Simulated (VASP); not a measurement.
A run of VASP 6.6.1:

The input INCAR:

```
SYSTEM = Ge
  PREC = Accurate
  ENCUT = 520
  EDIFF = 1E-7
  ISMEAR = 0
  SIGMA = 0.1
  LREAL = .False.
  LASPH = .True.
  NELM = 80
  ALGO = Normal
  ISIF = 2
  LWAVE = .False.
  LCHARG = .False.
  GGA = PE
  NBANDS = 51
```

File KPOINTS:

```
Automatic mesh
0
Gamma
  12 12 4
  0 0 0
```

File POSCAR:

```
Ge
1.0
    3.9095391028      0.0000000000      0.0000000000
   -1.9547695514      3.3857601801      0.0000000000
    0.0000000000      0.0000000000     10.5053410743
Ge
6
Direct
    0.0000000000      0.0000000000      0.5000000000
    0.0000000000      0.0000000000      0.0000000000
    0.6666666667      0.3333333333      0.3710162490
    0.3333333333      0.6666666667      0.6289837510
    0.3333333333      0.6666666667      0.8710162490
    0.6666666667      0.3333333333      0.1289837510
```

Potentials or basis: VASP PAW PBE potentials, release 64 (Ge_d).

Launch:

```console
$ cat potpaw_PBE.64/Ge_d/POTCAR > POTCAR
$ mpirun -np 1 vasp_std > vasp.out
```

Hardware: 1 thread of Intel Xeon 8259CL, with other jobs on the host.

Q: How long does it take, and how much memory?

A: Wall time 12 min on 1 thread of Intel Xeon 8259CL, with other jobs on the host, peak memory 0.42 GiB. Counts: scf iterations 17, k points 57.
